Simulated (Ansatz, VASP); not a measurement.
# One calculation of Bi2Te3, two programs

```
Bi Te
1.0
     2.19300    1.26613   10.36898
    -2.19300    1.26613   10.36898
     0.00000   -2.53226   10.36898
Bi Te
2 3
Direct
  0.40000 0.40000 0.40000
  0.60000 0.60000 0.60000
  0.00000 0.00000 0.00000
  0.20950 0.20950 0.20950
  0.79050 0.79050 0.79050
```

Change from the starting cell: zz strain of +2 %.

Alike in both runs: task single point; functional PBE; k mesh 7 × 7 × 7; occupations fermi-dirac, width 0.08 eV; no spin polarisation.

|  | VASP | Ansatz |
| --- | --- | --- |
| version | VASP 6.6.1 | Ansatz 0.2.0 |
| potentials or method | VASP PAW PBE potentials, release 64 (Bi_d, Te), cutoff 520 eV | all-electron LAPW, scalar-relativistic |

Ansatz gave:

| Quantity | Value |
| --- | --- |
| pressure (GPa) | 0.8 |
| traceless stress, the component that is largest in VASP (GPa) | -0.61 |
| rms of the force components (eV/Å) | 0.084 |

**Question.** Which values does VASP return?

**Answer.** Pressure (GPa): 0.8; traceless stress, the component that is largest in VASP (GPa): -0.60; rms of the force components (eV/Å): 0.079.

Atom by atom the forces differ by 0.005 eV/Å (rms over components). Ansatz ran all-electron here, and VASP with PAW potentials.

Spin-orbit coupling is off throughout.
